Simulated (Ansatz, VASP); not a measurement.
Two plane-wave programs on Bi4O

```
Bi O
1.0
    -4.31360    4.31360    2.04760
     4.31360   -4.31360    2.04760
     4.31360    4.31360   -2.04760
Bi O
4 1
Direct
  0.00000 0.71316 0.71316
  0.00000 0.28684 0.28684
  0.71316 0.00000 0.71316
  0.28684 0.00000 0.28684
  0.00000 0.00000 0.00000
```

Alike in both runs: task relaxation of cell and atoms; functional PBE; k mesh 6 × 6 × 6; occupations gaussian, width 0.1 eV; no spin polarisation.

```csv
,VASP,Ansatz
version,VASP 6.6.1,Ansatz 0.2.0
potentials or method,"VASP PAW PBE potentials, release 64 (Bi_d, O), cutoff 600 eV","scalar-relativistic, plane waves, PAW"
valence electrons in the cell,66,66
```

VASP gave:

```
gap on the k mesh at the Fermi level, each at its own relaxed structure (eV)  : none
relaxed volume (Å³/atom)                                                      : 30.76
relaxed length of the cell vector where the two differ most in proportion (Å) : 6.422
```

Q: Estimate Ansatz's values.

A: gap on the k mesh at the Fermi level, each at its own relaxed structure (eV): none; relaxed volume (Å³/atom): 30.70; relaxed length of the cell vector where the two differ most in proportion (Å): 6.424.

A gap of «none» marks a metal or a gap that the smearing closes.

Neither program's run includes spin-orbit coupling.
